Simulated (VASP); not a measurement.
# B (P6_3/mmc) in VASP: single point with LDA

Aim: the single point of B with LDA.

Everything below comes from runs of VASP 6.6.1. Logs are shortened: lines on timing, memory, paths and dates and some standing lists are left out, and cuts for length are marked.

## (1) The cell of the first run

The structure is hexagonal, space group P6_3/mmc (No. 194). Conventional cell: a = 2.875 Å, b = 2.875 Å, c = 5.946 Å, α = 90.00°, β = 90.00°, γ = 120.00°. B (site symmetry -6m2) has 12 B at 2.88 to 3.41 Å within 3.8 Å.

## (2) Single point, LDA

Input file INCAR:

```
SYSTEM = B
PREC = Accurate
ENCUT = 520
EDIFF = 1E-6
ISMEAR = -1
SIGMA = 0.1
LREAL = .False.
LASPH = .True.
NELM = 80
ALGO = Normal
ISIF = 2
LWAVE = .False.
LCHARG = .False.
GGA = CA
NBANDS = 10
```

Input file KPOINTS:

```
regular mesh
0
Gamma
  9 9 4
  0 0 0
```

Input file POSCAR:

```
B
1.0
    2.8754320000      0.0000000000      0.0000000000
   -1.4377160000      2.4901970000      0.0000000000
    0.0000000000      0.0000000000      5.9458570000
B
2
Direct
    0.6666666667      0.3333333333      0.7500000000
    0.3333333333      0.6666666667      0.2500000000
```

Potentials or basis: VASP PAW LDA potentials, release 64 (B).

The run is started by

```console
$ cat potpaw_LDA.64/B/POTCAR > POTCAR
$ mpirun -np 1 vasp_std > vasp.out
```

OUTCAR:

```text
SYSTEM = B
   PREC = Accurate
   ENCUT = 520
   EDIFF = 1E-6
   ISMEAR = -1
   LREAL = .False.
   LASPH = .True.
   NELM = 80
   ISIF = 2
   GGA = CA

 ion  position               nearest neighbor table
   1  0.667  0.333  0.750-
   2  0.333  0.667  0.250-

  LATTYP: Found a hexagonal cell.
 ALAT       =     2.8754320000
 C/A-ratio  =     2.0678134625

  Lattice vectors:

 A1 = (   2.8754320000,   0.0000000000,   0.0000000000)
 A2 = (  -1.4377160000,   2.4901970000,   0.0000000000)
 A3 = (   0.0000000000,   0.0000000000,   5.9458570000)

Analysis of symmetry for initial positions (statically):
=====================================================================
 Subroutine PRICEL returns:
 Original cell was already a primitive cell.

 Routine SETGRP: Setting up the symmetry group for a
 hexagonal supercell.

 Subroutine GETGRP returns: Found 24 space group operations
 (whereof 12 operations were pure point group operations)
 out of a pool of 24 trial point group operations.

The static configuration has the point symmetry D_3d.
 The point group associated with its full space group is D_6h.

Analysis of symmetry for dynamics (positions and initial velocities):
=====================================================================
 Subroutine PRICEL returns:
 Original cell was already a primitive cell.

 Routine SETGRP: Setting up the symmetry group for a
 hexagonal supercell.

 Subroutine GETGRP returns: Found 24 space group operations
 (whereof 12 operations were pure point group operations)
 out of a pool of 24 trial point group operations.

The dynamic configuration has the point symmetry D_3d.
 The point group associated with its full space group is D_6h.

 Subroutine INISYM returns: Found 24 space group operations
 (whereof 12 operations are pure point group operations),
 and found     1 'primitive' translations

----------------------------------------------------------------------------------------

                                     Primitive cell

  volume of cell :      42.5747

  direct lattice vectors                    reciprocal lattice vectors
     2.875432000  0.000000000  0.000000000     0.347773830  0.200787327  0.000000000
    -1.437716000  2.490197000  0.000000000     0.000000000  0.401574655  0.000000000
     0.000000000  0.000000000  5.945857000     0.000000000  0.000000000  0.168184334

  length of vectors
     2.875432000  2.875431862  5.945857000     0.401574635  0.401574655  0.168184334

  position of ions in fractional coordinates (direct lattice)
     0.666666667  0.333333333  0.750000000
     0.333333333  0.666666667  0.250000000

  ion indices of the primitive-cell ions
   primitive index   ion index
                 1           1
                 2           2

----------------------------------------------------------------------------------------

 KPOINTS: regular mesh

Automatic generation of k-mesh.
 Grid dimensions read from file:
 generate k-points for:    9    9    4

 Generating k-lattice:

  Cartesian coordinates                     Fractional coordinates (reciprocal lattice)
     0.038641537  0.022309703  0.000000000     0.111111111  0.000000000  0.000000000
     0.000000000  0.044619406  0.000000000     0.000000000  0.111111111  0.000000000
     0.000000000  0.000000000  0.042046084     0.000000000  0.000000000  0.250000000

  Length of vectors
     0.044619404  0.044619406  0.042046084

  Shift w.r.t. Gamma in fractional coordinates (k-lattice)
     0.000000000  0.000000000  0.000000000

 Subroutine IBZKPT returns following result:
 ===========================================

 Found     36 irreducible k-points:

 Following reciprocal coordinates:
            Coordinates               Weight
  0.000000  0.000000  0.000000      1.000000
  0.111111  0.000000  0.000000      6.000000
  0.222222  0.000000  0.000000      6.000000
  0.333333  0.000000  0.000000      6.000000
  0.444444  0.000000  0.000000      6.000000
  0.111111  0.111111  0.000000      6.000000
[... 16 lines left out ...]
  0.333333  0.222222  0.250000     24.000000
  0.333333  0.333333  0.250000      4.000000
 [... further k-points ...]
   k-points           NKPTS =     36   k-points in BZ     NKDIM =     36   number of bands    NBANDS=     10
   number of dos      NEDOS =    301   number of ions     NIONS =      2
   total plane-waves  NPLWV =  27648
   dimension x,y,z NGX =    24 NGY =   24 NGZ =   48
   dimension x,y,z NGXF=    48 NGYF=   48 NGZF=   96
   ions per type =               2
   NGX,Y,Z   is equivalent  to a cutoff of  13.88, 13.88, 13.42 a.u.
   NGXF,Y,Z  is equivalent  to a cutoff of  27.75, 27.75, 26.84 a.u.
 SYSTEM =  B
   PREC   = accura    normal or accurate (medium, high low for compatibility)
   ISTART =      0    job   : 0-new  1-cont  2-samecut
   ICHARG =      2    charge: 1-file 2-atom 10-const
   ISPIN  =      1    spin polarized calculation?
   LNONCOLLINEAR =      F non collinear calculations
   LSORBIT =      F    spin-orbit coupling
   LASPH  =      T    aspherical Exc in radial PAW
   ENCUT  =  520.0 eV  38.22 Ry    6.18 a.u.   5.35  5.35 11.06*2*pi/ulx,y,z
   NELM   =     80;   NELMIN=  2; NELMDL= -5     # of ELM steps
   EDIFF  = 0.1E-05   stopping-criterion for ELM
   LREAL  =      F    real-space projection
   EDIFFG = 0.1E-04   stopping-criterion for IOM
   NSW    =      0    number of steps for IOM
   IBRION =     -1    ionic relax: 0-MD 1-quasi-New 2-CG
   NFREE  =      0    steps in history (QN), initial steepest desc. (CG)
   ISIF   =      2    stress and relaxation
   ISYM   =      2    0-nonsym 1-usesym 2-fastsym
   POTIM  = 0.5000    time-step for ionic-motion
   TEBEG  =    0.0;   TEEND  =   0.0 temperature during run
   PSTRESS=    0.0 pullay stress
   NELECT =       6.0000    total number of electrons
   NUPDOWN=      -1.0000    fix difference up-down
   EMIN   =  10.00;   EMAX   =-10.00  energy-range for DOS
   EFERMI =   0.00;   METHOD = LEGACY
   ISMEAR =    -1;   SIGMA  =   0.10  broadening in eV -4-tet -1-fermi 0-gaus
   EFERMI_NEDOS =   21; number of points for ismear=-14 and -15
   IALGO  =     38    algorithm
   IMIX   =      4    mixing-type and parameters
     AMIX     =   0.40;   BMIX     =  1.00
     AMIX_MAG =   1.60;   BMIX_MAG =  1.00
  volume/ion in A,a.u.               =      21.29       143.65
  Fermi-wavevector in a.u.,A,eV,Ry     =   0.851938  1.609930  9.875094  0.725799
  Thomas-Fermi vector in A             =   1.968149
   LORBIT       =      0    0 simple, 1 ext, 2 COOP (PROOUT), +10 PAW based schemes
   GGA     = CA    functional components
   LHFCALC =     F    Hartree Fock is set to
   AEXX    =    0.0000 exact exchange contribution
   IVDW    =     0    specifies the selected vdW correction
   LEPSILON=     F    determine dielectric tensor
   LRPA    =     F    only Hartree local field effects (RPA)
 non-spin polarized calculation
  energy-cutoff  :      520.00
  volume of cell :       42.57
 maximum number of plane-waves:      1174
 NGX is ok and might be reduce to    24
   NGX = 11   NGY = 11   NGZ = 23

 number of electron       6.0000000 magnetization

 Free energy of the ion-electron system (eV)
  ---------------------------------------------------
  ext. energy  EPLUGINS =         0.00000000
  ---------------------------------------------------
  free energy    TOTEN  =        -5.89684718 eV

  energy without entropy =       -5.85018674  energy(sigma->0) =       -5.87351696

 E-fermi :  -0.4685     XC(G=0):  -8.2637

 val. band max:       -0.4994074671   @ k =   0.3333   0.1111   0.5000
 cond. band min:      -0.4387186007   @ k =   0.3333   0.3333   0.2500
 fundamental gap:      0.0606888664
 Fermi energy:        -0.4685006429

 k-point     1 :       0.0000    0.0000    0.0000
  band No.  band energies     occupation
      1      -8.5415      2.00000
      2      -6.4615      2.00000
      3      -2.8412      2.00000
      4       2.7177      0.00000
      5       5.2446      0.00000
      6       5.2446      0.00000
      7       5.4916      0.00000
      8       5.4916      0.00000
      9      10.3991      0.00000
     10      14.7793      0.00000

 k-point     2 :       0.1111    0.0000    0.0000
  band No.  band energies     occupation
      1      -8.2933      2.00000
      2      -6.2340      2.00000
      3      -2.5905      2.00000
      4       2.8189      0.00000
      5       4.4197      0.00000
      6       4.8673      0.00000
      7       4.9574      0.00000
      8       5.3236      0.00000
      9      10.6355      0.00000
     10      14.3098      0.00000

 k-point     3 :       0.2222    0.0000    0.0000
  band No.  band energies     occupation
      1      -7.5540      2.00000
      2      -5.5596      2.00000
      3      -1.8557      2.00000
      4       2.4311      0.00000
      5       3.0393      0.00000
      6       3.2707      0.00000
      7       4.3587      0.00000
      8       4.8852      0.00000
      9      11.3228      0.00000
     10      12.7249      0.00000

 k-point     4 :       0.3333    0.0000    0.0000
  band No.  band energies     occupation
      1      -6.3460      2.00000
      2      -4.4779      2.00000
      3      -0.7098      1.83563
      4       0.0500      0.01113
      5       1.2435      0.00000
      6       3.0834      0.00000
      7       3.7946      0.00000
      8       4.4223      0.00000
      9      10.5528      0.00000
     10      12.2910      0.00000
[... 222 lines left out ...]
 k-point    22 :       0.2222    0.2222    0.2500
  band No.  band energies     occupation
      1      -5.4599      2.00000
      2      -4.2615      2.00000
      3       0.1446      0.00434
      4       0.7244      0.00001
      5       0.7469      0.00001
      6       1.8949      0.00000
      7       2.4006      0.00000
      8       2.9594      0.00000
      9      10.5092      0.00000
     10      11.2747      0.00000

 k-point    23 :       0.3333    0.2222    0.2500
  band No.  band energies     occupation
      1      -3.9587      2.00000
      2      -3.0666      2.00000
      3      -1.2531      1.99922
      4      -0.5641      1.44451
      5       0.8216      0.00000
      6       1.4906      0.00000
      7       1.8483      0.00000
      8       2.8100      0.00000
      9       9.5193      0.00000
     10      11.6332      0.00000

 k-point    24 :       0.3333    0.3333    0.2500
  band No.  band energies     occupation
      1      -2.8634      2.00000
      2      -2.8634      2.00000
      3      -0.8419      1.95332
      4      -0.4387      0.85218
      5      -0.4387      0.85218
      6       0.0872      0.00769
      7       2.4522      0.00000
      8       2.4522      0.00000
      9       9.4400      0.00000
     10      12.0888      0.00000

 [... further k-points ...]
[... 5 lines left out ...]
  --------------------------------------------------------------------------------------
  -------------------------------------------------------------------------------------
  Total       -6.0522099     -6.0522091     -3.3397871      0.0000000      0.0000000      0.0000000
  in kB     -227.7578183   -227.7577892   -125.6834501      0.0000000      0.0000000      0.0000000
  external PRESSURE =    -193.7330192 kB  Pullay stress =       0.0000000 kB

 VOLUME and BASIS-vectors are now :
 -----------------------------------------------------------------------------
  energy-cutoff  :      520.00
  volume of cell :       42.57
      direct lattice vectors                 reciprocal lattice vectors
     2.875432000  0.000000000  0.000000000     0.347773830  0.200787327  0.000000000
    -1.437716000  2.490197000  0.000000000     0.000000000  0.401574655  0.000000000
     0.000000000  0.000000000  5.945857000     0.000000000  0.000000000  0.168184334

 POSITION                                       TOTAL-FORCE (eV/Angst)
 -----------------------------------------------------------------------------------
      1.43772      0.83007      4.45939        -0.000000      0.000000      0.000000
     -0.00000      1.66013      1.48646         0.000000     -0.000000      0.000000
 -----------------------------------------------------------------------------------
    total drift:                               -0.000000      0.000000     -0.000000

  FREE ENERGIE OF THE ION-ELECTRON SYSTEM (eV)
  ---------------------------------------------------
  free  energy   TOTEN  =        -5.8968471771 eV

  energy  without entropy=       -5.8501867438  energy(sigma->0) =       -5.87351696
```

It used 4.7 s of CPU time on 1 thread of AMD EPYC 9R45 96-Core Processor (Zen 5) (shared host).

What came out:

* Free energy: -5.8968 eV
* Pressure: -19.4 GPa
* Band gap on the k mesh: zero (band 3 reaches 1.03 eV, above the bottom of band 4 at -2.01 eV)

Stress tensor (GPa, compression positive):
```
-22.78   0.00   0.00
  0.00 -22.78   0.00
  0.00   0.00 -12.57
```
